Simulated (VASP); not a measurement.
**PbS: single point with BLYP+D3(BJ)**

Crystal: PbS.

```
Pb S
1.0
     2.06599   -5.95109    0.00000
     2.06599    5.95109    0.00000
     0.00000    0.00000    4.25060
Pb S
2 2
Direct
  0.13056 0.86944 0.25000
  0.86944 0.13056 0.75000
  0.35480 0.64520 0.25000
  0.64520 0.35480 0.75000
```

| Item | Value |
| --- | --- |
| Program | VASP 6.6.1 |
| Task | single point |
| Functional | BLYP |
| Dispersion | D3(BJ) |
| Potentials or basis | VASP PAW PBE potentials, release 64 (Pb_d, S) |
| Cutoff | 520 eV |
| k mesh | 7 × 7 × 6 |
| Occupations | fermi-dirac, width 0.05 eV |
| Spin | no spin polarisation |

The pressure is 1.1 GPa, the largest force is 0.400 eV/Å and the band gap on the k mesh is 1.27 eV, indirect (least direct gap 1.50 eV). The dispersion energy per atom is -0.809 eV.

Forces in eV/Å, atoms in the order of the input:
```
Pb   0.000  0.400  0.000
Pb   0.000 -0.400  0.000
S    0.000 -0.277  0.000
S    0.000  0.277  0.000
```

Stress tensor (GPa, compression positive):
```
0.98 0.00 0.00
0.00 1.30 0.00
0.00 0.00 1.03
```

Levels at points of the mesh, in eV from the valence-band top:
```csv
k point,band 17,band 18,band 19,band 20,band 21,band 22,band 23,band 24
"(0.00, 0.00, 0.00)",-2.36,-1.63,-1.46,-0.45,4.82,4.96,5.01,5.67
"(0.00, 0.00, 0.50)",-1.07,-1.07,-0.03,-0.03,1.96,1.96,2.84,2.84
```

Wall time 3.8 min on 1 thread of Intel Xeon 6975P-C, with other jobs on the host, peak memory 0.36 GiB.

Caveat: the PAW data sets were made with another functional, which shifts forces and pressure a little; spin-orbit coupling is left out, which moves the levels of the heavy elements. A k mesh can miss the band edges.
